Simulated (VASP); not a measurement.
# Lu (Pm-3m) in VASP: a series of runs, part 2 of 2

VASP 6.6.1.

### Step 3. Single point, LDA (volume scaled by 0.8)

Contents of INCAR:

```
  ALGO = Normal
  EDIFF = 1E-6
  ENCUT = 520
  GGA = CA
  ISIF = 2
  ISMEAR = -1
  LASPH = T
  LCHARG = F
  LREAL = F
  LWAVE = F
  NBANDS = 18
  NELM = 60
  PREC = Accurate
  SIGMA = 0.08
```

Contents of KPOINTS:

```
k-points
0
Gamma
  14 14 14
```

Contents of POSCAR:

```
Lu
1.0
    2.8306163119      0.0000000000      0.0000000000
    0.0000000000      2.8306163119      0.0000000000
    0.0000000000      0.0000000000      2.8306163119
Lu
1
Direct
    0.0000000000      0.0000000000      0.0000000000
```

Potentials or basis: VASP PAW PBE potentials, release 64 (Lu).

Command:

```
> cat potpaw_PBE.64/Lu/POTCAR > POTCAR
> mpirun -np 1 vasp_std > vasp.out
```

OUTCAR:

```text
EDIFF = 1E-6
   ENCUT = 520
   GGA = CA
   ISIF = 2
   ISMEAR = -1
   LASPH = T
   LREAL = F
   NELM = 60
   PREC = Accurate

 ion  position               nearest neighbor table
   1  0.000  0.000  0.000-

  LATTYP: Found a simple cubic cell.
 ALAT       =     2.8306163119

  Lattice vectors:

 A1 = (   2.8306163119,   0.0000000000,   0.0000000000)
 A2 = (   0.0000000000,   2.8306163119,   0.0000000000)
 A3 = (   0.0000000000,   0.0000000000,   2.8306163119)

Analysis of symmetry for initial positions (statically):
=====================================================================
 Subroutine PRICEL returns:
 Original cell was already a primitive cell.

 Routine SETGRP: Setting up the symmetry group for a
 simple cubic supercell.

 Subroutine GETGRP returns: Found 48 space group operations
 (whereof 48 operations were pure point group operations)
 out of a pool of 48 trial point group operations.

The static configuration has the point symmetry O_h .

Analysis of symmetry for dynamics (positions and initial velocities):
=====================================================================
 Subroutine PRICEL returns:
 Original cell was already a primitive cell.

 Routine SETGRP: Setting up the symmetry group for a
 simple cubic supercell.

 Subroutine GETGRP returns: Found 48 space group operations
 (whereof 48 operations were pure point group operations)
 out of a pool of 48 trial point group operations.

The dynamic configuration has the point symmetry O_h .

 Subroutine INISYM returns: Found 48 space group operations
 (whereof 48 operations are pure point group operations),
 and found     1 'primitive' translations

----------------------------------------------------------------------------------------

                                     Primitive cell

  volume of cell :      22.6800

  direct lattice vectors                    reciprocal lattice vectors
     2.830616312  0.000000000  0.000000000     0.353279954  0.000000000  0.000000000
     0.000000000  2.830616312  0.000000000     0.000000000  0.353279954  0.000000000
     0.000000000  0.000000000  2.830616312     0.000000000  0.000000000  0.353279954

  length of vectors
     2.830616312  2.830616312  2.830616312     0.353279954  0.353279954  0.353279954

  position of ions in fractional coordinates (direct lattice)
     0.000000000  0.000000000  0.000000000

  ion indices of the primitive-cell ions
   primitive index   ion index
                 1           1

----------------------------------------------------------------------------------------

 KPOINTS: k-points

Automatic generation of k-mesh.
 Grid dimensions read from file:
 generate k-points for:   14   14   14

 Generating k-lattice:

  Cartesian coordinates                     Fractional coordinates (reciprocal lattice)
     0.025234282  0.000000000  0.000000000     0.071428571  0.000000000  0.000000000
     0.000000000  0.025234282  0.000000000     0.000000000  0.071428571  0.000000000
     0.000000000  0.000000000  0.025234282     0.000000000  0.000000000  0.071428571

  Length of vectors
     0.025234282  0.025234282  0.025234282

  Shift w.r.t. Gamma in fractional coordinates (k-lattice)
     0.000000000  0.000000000  0.000000000

 Subroutine IBZKPT returns following result:
 ===========================================

 Found    120 irreducible k-points:

 Following reciprocal coordinates:
            Coordinates               Weight
  0.000000  0.000000  0.000000      1.000000
  0.071429  0.000000  0.000000      6.000000
  0.142857  0.000000  0.000000      6.000000
  0.214286  0.000000  0.000000      6.000000
  0.285714  0.000000  0.000000      6.000000
  0.357143  0.000000  0.000000      6.000000
[... 16 lines left out ...]
  0.285714  0.214286  0.000000     24.000000
  0.357143  0.214286  0.000000     24.000000
 [... further k-points ...]
   k-points           NKPTS =    120   k-points in BZ     NKDIM =    120   number of bands    NBANDS=     18
   number of dos      NEDOS =    301   number of ions     NIONS =      1
   total plane-waves  NPLWV =  13824
   dimension x,y,z NGX =    24 NGY =   24 NGZ =   24
   dimension x,y,z NGXF=    48 NGYF=   48 NGZF=   48
   ions per type =               1
   NGX,Y,Z   is equivalent  to a cutoff of  14.10, 14.10, 14.10 a.u.
   NGXF,Y,Z  is equivalent  to a cutoff of  28.19, 28.19, 28.19 a.u.
 SYSTEM =  unknown system
   PREC   = accura    normal or accurate (medium, high low for compatibility)
   ISTART =      0    job   : 0-new  1-cont  2-samecut
   ICHARG =      2    charge: 1-file 2-atom 10-const
   ISPIN  =      1    spin polarized calculation?
   LNONCOLLINEAR =      F non collinear calculations
   LSORBIT =      F    spin-orbit coupling
   LASPH  =      T    aspherical Exc in radial PAW
   ENCUT  =  520.0 eV  38.22 Ry    6.18 a.u.   5.26  5.26  5.26*2*pi/ulx,y,z
   NELM   =     60;   NELMIN=  2; NELMDL= -5     # of ELM steps
   EDIFF  = 0.1E-05   stopping-criterion for ELM
   LREAL  =      F    real-space projection
   EDIFFG = 0.1E-04   stopping-criterion for IOM
   NSW    =      0    number of steps for IOM
   IBRION =     -1    ionic relax: 0-MD 1-quasi-New 2-CG
   NFREE  =      0    steps in history (QN), initial steepest desc. (CG)
   ISIF   =      2    stress and relaxation
   ISYM   =      2    0-nonsym 1-usesym 2-fastsym
   POTIM  = 0.5000    time-step for ionic-motion
   TEBEG  =    0.0;   TEEND  =   0.0 temperature during run
   PSTRESS=    0.0 pullay stress
   NELECT =      25.0000    total number of electrons
   NUPDOWN=      -1.0000    fix difference up-down
   EMIN   =  10.00;   EMAX   =-10.00  energy-range for DOS
   EFERMI =   0.00;   METHOD = LEGACY
   ISMEAR =    -1;   SIGMA  =   0.08  broadening in eV -4-tet -1-fermi 0-gaus
   EFERMI_NEDOS =   21; number of points for ismear=-14 and -15
   IALGO  =     38    algorithm
   IMIX   =      4    mixing-type and parameters
     AMIX     =   0.40;   BMIX     =  1.00
     AMIX_MAG =   1.60;   BMIX_MAG =  1.00
  volume/ion in A,a.u.               =      22.68       153.05
  Fermi-wavevector in a.u.,A,eV,Ry     =   1.691118  3.195749 38.911016  2.859879
  Thomas-Fermi vector in A             =   2.772942
   LORBIT       =      0    0 simple, 1 ext, 2 COOP (PROOUT), +10 PAW based schemes
   GGA     = CA    functional components
   LHFCALC =     F    Hartree Fock is set to
   AEXX    =    0.0000 exact exchange contribution
   IVDW    =     0    specifies the selected vdW correction
   LEPSILON=     F    determine dielectric tensor
   LRPA    =     F    only Hartree local field effects (RPA)
 non-spin polarized calculation
  energy-cutoff  :      520.00
  volume of cell :       22.68
 maximum number of plane-waves:       624
 NGX is ok and might be reduce to    24
   NGX = 11   NGY = 11   NGZ = 11

 number of electron      24.9999988 magnetization

 Free energy of the ion-electron system (eV)
  ---------------------------------------------------
  ext. energy  EPLUGINS =         0.00000000
  ---------------------------------------------------
  free energy    TOTEN  =        -4.16789898 eV

  energy without entropy =       -4.13225791  energy(sigma->0) =       -4.15007844

 E-fermi :   2.9023     XC(G=0): -12.2224

 val. band max:        2.8991670638   @ k =   0.1429   0.1429   0.0000
 cond. band min:       2.9024698358   @ k =   0.5000   0.3571   0.0714
 fundamental gap:      0.0033027720
 Fermi energy:         2.9022822900

 k-point     1 :       0.0000    0.0000    0.0000
  band No.  band energies     occupation
      1     -52.9667      2.00000
      2     -23.1140      2.00000
      3     -23.1140      2.00000
      4     -23.1140      2.00000
      5      -3.4446      2.00000
      6      -2.1270      2.00000
[... 10 lines left out ...]
     17      11.4003      0.00000
     18      16.9507      0.00000

 k-point     2 :       0.0714    0.0000    0.0000
  band No.  band energies     occupation
      1     -52.9605      2.00000
      2     -23.2035      2.00000
      3     -23.1065      2.00000
      4     -23.1065      2.00000
      5      -3.2859      2.00000
      6      -2.1324      2.00000
[... 10 lines left out ...]
     17      11.4245      0.00000
     18      16.1857      0.00000
[... 442 lines left out ...]
 k-point    24 :       0.3571    0.2143    0.0000
  band No.  band energies     occupation
      1     -52.8172      2.00000
      2     -24.3599      2.00000
      3     -23.6262      2.00000
      4     -22.9333      2.00000
      5      -2.2216      2.00000
      6      -2.1709      2.00000
[... 10 lines left out ...]
     17       9.8421      0.00000
     18      14.2306      0.00000

 [... further k-points ...]

------------------------ aborting loop because EDIFF is reached ----------------------------------------

  FORCE on cell =-STRESS in cart. coord.  units (eV):
  Direction    XX          YY          ZZ          XY          YZ          ZX
  --------------------------------------------------------------------------------------
  -------------------------------------------------------------------------------------
  Total        1.6465839      1.6465839      1.6465839      0.0000000      0.0000000     -0.0000000
  in kB      116.3192059    116.3192059    116.3192059      0.0000000      0.0000000     -0.0000000
  external PRESSURE =     116.3192059 kB  Pullay stress =       0.0000000 kB

 VOLUME and BASIS-vectors are now :
 -----------------------------------------------------------------------------
  energy-cutoff  :      520.00
  volume of cell :       22.68
      direct lattice vectors                 reciprocal lattice vectors
     2.830616312  0.000000000  0.000000000     0.353279954  0.000000000  0.000000000
     0.000000000  2.830616312  0.000000000     0.000000000  0.353279954  0.000000000
     0.000000000  0.000000000  2.830616312     0.000000000  0.000000000  0.353279954

 POSITION                                       TOTAL-FORCE (eV/Angst)
 -----------------------------------------------------------------------------------
      0.00000      0.00000      0.00000         0.000000      0.000000      0.000000
 -----------------------------------------------------------------------------------
    total drift:                                0.000000     -0.000000      0.000000

  FREE ENERGIE OF THE ION-ELECTRON SYSTEM (eV)
  ---------------------------------------------------
  free  energy   TOTEN  =        -4.1678989761 eV

  energy  without entropy=       -4.1322579085  energy(sigma->0) =       -4.15007844
```

Wall time 19 s (1 thread of Intel Xeon 6975P-C (Granite Rapids), shared host); peak memory 0.17 GiB.

What came out:

```yaml
Free_energy: -4.1679 eV
Pressure: 11.6 GPa
```

Levels at points of the mesh, in eV from the Fermi level:
```tsv
k point	band 10	band 11	band 12	band 13	band 14	band 15
(0.00, 0.00, 0.00)	-4.95	-4.95	-4.89	-1.08	-1.08	8.50
(0.50, 0.00, 0.00)	-4.85	-4.85	-2.66	0.05	0.59	4.04
(0.50, 0.50, 0.00)	-4.87	-4.83	-3.13	0.14	5.03	5.03
(0.50, 0.50, 0.50)	-4.89	-4.89	-1.23	-1.23	-1.23	6.80
```

Caveat: the PAW data sets were made with another functional, which shifts forces and pressure a little; spin-orbit coupling is left out, which moves the levels of the heavy elements.
